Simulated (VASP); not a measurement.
Here is a VASP 6.6.1 calculation.

INCAR

```
PREC = Accurate
ENCUT = 520
EDIFF = 1E-6
ISMEAR = -1
SIGMA = 0.1
LREAL = F
LASPH = T
NELM = 100
ALGO = Normal
ISIF = 2
LWAVE = F
LCHARG = F
GGA = CA
NBANDS = 32
```

Contents of KPOINTS:

```
regular mesh
0
Gamma
  14 14 4
```

Contents of POSCAR:

```
Ti
1.0
    2.9312298111      0.0000000000      0.0000000000
   -1.4656149055      2.5385194808      0.0000000000
    0.0000000000      0.0000000000      9.3934751434
Ti
4
Direct
    0.0000000000      1.0000000000      0.0000000000
    0.0000000000      1.0000000000      0.5000000000
    0.3333333333      0.6666666667      0.2500000000
    0.6666666667      0.3333333333      0.7500000000
```

Potentials or basis: VASP PAW LDA potentials, release 64 (Ti_sv).

The run is started by

```sh
$ cat potpaw_LDA.64/Ti_sv/POTCAR > POTCAR
$ mpirun -np 1 vasp_std > vasp.out
```

Problem. Estimate the band gap on the k mesh.

Solution. Zero (bands 24 and 25 overlap by 1.11 eV).

Problem. What does it give for the pressure?

Solution. -8.4 GPa.

Stress tensor (GPa, compression positive):
```
-8.30  0.00  0.00
 0.00 -8.30  0.00
 0.00  0.00 -8.56
```

Caveat: the cell stands under tension.
